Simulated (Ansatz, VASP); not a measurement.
**ScSi10 in VASP and in Ansatz**

```xyz
11
Lattice="5.8796 0.0000 0.0000 -2.9398 5.0918 0.0000 0.0000 0.0000 6.4558" Properties=species:S:1:pos:R:3 pbc="T T T"
Sc    0.0000    0.0000    0.0000
Si    0.0000    3.3946    1.1938
Si    0.0000    3.3946    5.2621
Si    2.9398    1.6973    5.2621
Si    2.9398    1.6973    1.1938
Si    1.6115    0.0000    4.1889
Si   -0.8057    1.3956    4.1889
Si    2.1340    3.6963    4.1889
Si   -2.1340    3.6963    2.2669
Si    4.2681    0.0000    2.2669
Si    0.8057    1.3956    2.2669
```

Alike in both runs: functional PBE; k mesh 6 × 6 × 8; occupations gaussian, width 0.1 eV; no spin polarisation.

Ansatz relaxed the structure, and its values are those at the end. VASP's run is a single point on that final structure, the one shown.

|  | VASP | Ansatz |
| --- | --- | --- |
| version | VASP 6.6.1 | Ansatz 0.2.0 |
| potentials or method | VASP PAW PBE potentials, release 64 (Sc_sv, Si), cutoff 520 eV | scalar-relativistic, plane waves, PAW |
| valence electrons in the cell | 51 | 51 |

|  | VASP | Ansatz | Ansatz less VASP |
| --- | --- | --- | --- |
| gap on the k mesh at the Fermi level (eV) | none | none | - |
| pressure (GPa) | -0.1 | 0.0 | +0.05 |

A gap of «none» marks a metal or a gap that the smearing closes.
